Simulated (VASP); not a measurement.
Here is a VASP 6.6.1 calculation.

File INCAR:

```
SYSTEM = ZrTi
PREC = Accurate ; ENCUT = 520
EDIFF = 1E-6 ; ISMEAR = 0
SIGMA = 0.15 ; LREAL = .FALSE.
LASPH = .TRUE. ; NELM = 100
ALGO = Fast ; ISIF = 2
LWAVE = .FALSE. ; LCHARG = .FALSE.
GGA = CA ; NBANDS = 19
```

Contents of KPOINTS:

```
Automatic mesh
0
G
  14 14 12
  0 0 0
```

POSCAR

```
ZrTi
1.0
    3.0323579321      0.0000000000      0.0000000000
    0.0000000000      3.0323579321      0.0000000000
    0.0000000000      0.0000000000      4.0882417392
Zr Ti
1 1
Direct
    0.5000000000      0.5000000000      0.5000000000
    0.0000000000      0.0000000000      0.0000000000
```

Potentials or basis: VASP PAW LDA potentials, release 64 (Zr_sv, Ti_sv).

Launch:

```sh
$ cat potpaw_LDA.64/Zr_sv/POTCAR potpaw_LDA.64/Ti_sv/POTCAR > POTCAR
$ mpirun -np 1 vasp_std > vasp.out
```

What does it give for the pressure?

0.1 GPa.

What does it give for the band gap on the k mesh?

Zero (band 12 reaches 10.09 eV, above the bottom of band 13 at 8.67 eV).

Stress tensor (GPa, compression positive):
```
 0.12  0.00  0.00
 0.00  0.12  0.00
 0.00  0.00 -0.07
```
